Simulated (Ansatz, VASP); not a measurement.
**One calculation of MoS2, two programs**

INCAR

```
PREC     = Accurate       # precision mode
ENCUT    = 520            # plane-wave cutoff, eV
EDIFF    = 1E-6           # SCF threshold, eV
ISMEAR   = -1             # smearing method
SIGMA    = 0.03           # smearing width, eV
LREAL    = F              # projectors in reciprocal space
LASPH    = T              # aspherical terms in the spheres
NELM     = 60             # most SCF steps
ALGO     = Normal         # electronic algorithm
ISIF     = 2              # what is computed and relaxed
LWAVE    = F              # write WAVECAR
LCHARG   = F              # write CHGCAR
GGA      = CA             # functional
NBANDS   = 35             # bands
```

File KPOINTS:

```
Automatic mesh
0
Gamma
  10 10 3
```

File POSCAR:

```
MoS2
1.0
    3.1610016016     -0.0316100160     -0.0316100160
   -1.6078758777      2.7533126964     -0.0115700689
   -0.1229500000     -0.1229500000     12.2950000000
Mo S
2 4
Direct
    0.3333333333      0.6666666667      0.2500000000
    0.6666666667      0.3333333333      0.7500000000
    0.3333333333      0.6666666667      0.6275000000
    0.6666666667      0.3333333333      0.1275000000
    0.3333333333      0.6666666667      0.8725000000
    0.6666666667      0.3333333333      0.3725000000
```

Input for Ansatz:

```yaml
crystal:
  lattice:
    - [3.1610016016, -0.031610016, -0.031610016]
    - [-1.6078758777, 2.7533126964, -0.0115700689]
    - [-0.12295, -0.12295, 12.295]
  atoms:
    - { symbol: Mo, position: [0.3333333333, 0.6666666667, 0.25] }
    - { symbol: Mo, position: [0.6666666667, 0.3333333333, 0.75] }
    - { symbol: S, position: [0.3333333333, 0.6666666667, 0.6275] }
    - { symbol: S, position: [0.6666666667, 0.3333333333, 0.1275] }
    - { symbol: S, position: [0.3333333333, 0.6666666667, 0.8725] }
    - { symbol: S, position: [0.6666666667, 0.3333333333, 0.3725] }
kpoints:
  mp_grid: { grid: [10, 10, 3] }
  band_path:
    path:
      - [0.0, 0.0, 0.0]
      - [0.0, 0.0, 0.5]
      - [-0.5, 0.5, 0.0]
      - [0.0, 0.0, 0.0]
      - [0.0, -0.5, 0.0]
      - [-0.5, 0.0, 0.5]
      - [0.0, 0.0, 0.0]
      - [-0.5, 0.0, 0.0]
      - [0.0, -0.5, 0.5]
    npoints: 5
scf:
  occupations: { method: fermi_dirac, width: 0.03 }
hamiltonian:
  xc: lda
  pseudopotentials: { kind: all_electron, lapw: { basis_error: 0.001 } }
output:
  forces: true
  stress: true
  eigenvalues: true
```

Change from the starting cell: equal xy, yz and zx shear strains of -2 %.

Alike in both runs: task single point; functional LDA; k mesh 10 × 10 × 3; occupations fermi-dirac, width 0.03 eV; no spin polarisation.

|  | VASP | Ansatz |
| --- | --- | --- |
| version | VASP 6.6.1 | Ansatz 0.2.0 |
| potentials or method | VASP PAW LDA potentials, release 64 (Mo_sv, S), cutoff 520 eV | all-electron LAPW, scalar-relativistic |

VASP gave:

* pressure (GPa): 1.4
* traceless stress, the component that is largest in VASP (GPa): 4.54
* rms of the force components (eV/Å): 0.437

Which values does Ansatz return?

Pressure (GPa): 1.3; traceless stress, the component that is largest in VASP (GPa): 4.58; rms of the force components (eV/Å): 0.434.

LDA's correlation is that of Perdew and Zunger in VASP and of Perdew and Wang (1992) in Ansatz. Atom by atom the forces differ by 0.004 eV/Å (rms over components). Ansatz ran all-electron here, and VASP with PAW potentials.
